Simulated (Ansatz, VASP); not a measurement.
Ir in VASP and in Ansatz

```
Ir
1.0
     2.46361    0.00000    0.00000
     0.00000    2.46361    0.00000
     0.00000    0.00000    2.46361
Ir
1
Direct
  0.00000 0.00000 0.00000
```

Alike in both runs: task relaxation of cell and atoms; functional LDA; k mesh 15 × 15 × 15; occupations fermi-dirac, width 0.1 eV; no spin polarisation.

|  | VASP | Ansatz |
| --- | --- | --- |
| version | VASP 6.6.1 | Ansatz 0.2.0 |
| potentials or method | VASP PAW LDA potentials, release 64 (Ir) | PAW with Ansatz's default frozen-core files, scalar-relativistic |
| plane-wave cutoff (eV) | 600 | 420 |
| valence electrons in the cell | 9 | 17 |

|  | VASP | Ansatz | Ansatz less VASP |
| --- | --- | --- | --- |
| relaxed volume (Å³/atom) | 16.22 | 16.13 | -0.083 |
| relaxed cell length with the largest relative difference (Å) | 2.531 | 2.527 | -0.0043 |

LDA's correlation is that of Perdew and Zunger in VASP and of Perdew and Wang (1992) in Ansatz. VASP's potentials hold 9 valence electrons a cell and Ansatz's 17, so a difference there can come from the potentials and not from the codes.

Spin-orbit coupling is off throughout.
